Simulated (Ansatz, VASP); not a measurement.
# BaSi2C2: VASP beside Ansatz

INCAR

```
  ALGO = Normal
  EDIFF = 1E-6
  EDIFFG = -0.04
  ENCUT = 600
  GGA = PE
  IBRION = 2
  ISIF = 3
  ISMEAR = 0
  LASPH = T
  LCHARG = F
  LREAL = F
  LWAVE = F
  NELM = 80
  NSW = 90
  PREC = Accurate
  SIGMA = 0.1
```

The input KPOINTS:

```
k-points
0
Gamma
  4 4 6
```

File POSCAR:

```
BaSi2C2
1.0
    3.1392987100     -3.5244028000      0.0000000000
    3.1392987100      3.5244028000      0.0000000000
    0.0000000000      0.0000000000      3.4754883600
Ba Si C
1 2 2
Direct
    0.5000000000      0.5000000000      0.0000000000
    0.1343689400      0.8656310600      0.5000000000
    0.8656310600      0.1343689400      0.5000000000
    0.0000000000      0.5000000000      0.5000000000
    0.5000000000      0.0000000000      0.5000000000
```

Input for Ansatz:

```yaml
crystal:
  lattice:
    - [3.13929871, -3.5244028, 0.0]
    - [3.13929871, 3.5244028, 0.0]
    - [0.0, 0.0, 3.47548836]
  atoms:
    - { symbol: Ba, position: [0.5, 0.5, 0.0] }
    - { symbol: Si, position: [0.13436894, 0.86563106, 0.5] }
    - { symbol: Si, position: [0.86563106, 0.13436894, 0.5] }
    - { symbol: C, position: [0.0, 0.5, 0.5] }
    - { symbol: C, position: [0.5, 0.0, 0.5] }
basis:
  ecutwfc: 420
kpoints:
  mp_grid: { grid: [4, 4, 6] }
hamiltonian:
  xc: pbe
scf:
  occupations: { method: gaussian, width: 0.1 }
  lower_state_search: "off"
output:
  forces: true
  stress: true
  eigenvalues: true
relax:
  adjacent_minimum: "off"
  f_tol: 0.04
  max_steps: 70
  cell: { stress_tol: 0.4 }
```

Alike in both runs: task relaxation of cell and atoms; functional PBE; k mesh 4 × 4 × 6; occupations gaussian, width 0.1 eV; no spin polarisation.

|  | VASP | Ansatz |
| --- | --- | --- |
| version | VASP 6.6.1 | Ansatz 0.2.0 |
| potentials or method | VASP PAW PBE potentials, release 64 (Ba_sv, Si, C), cutoff 600 eV | scalar-relativistic, plane waves, PAW |
| valence electrons in the cell | 26 | 26 |

VASP gave:

| Quantity | Value |
| --- | --- |
| gap on the k mesh at the Fermi level, each at its own relaxed structure (eV) | none |
| relaxed volume (Å³/atom) | 19.84 |
| relaxed cell length with the largest relative difference (Å) | 4.050 |

Q: Which values does Ansatz return?

A: gap on the k mesh at the Fermi level, each at its own relaxed structure (eV): none; relaxed volume (Å³/atom): 19.64; relaxed cell length with the largest relative difference (Å): 4.013.

A gap of «none» marks a metal or a gap that the smearing closes.

Neither program's run includes spin-orbit coupling. Noted on VASP's run: the volume moved by over 15 % at a fixed basis, so the end points are rough.
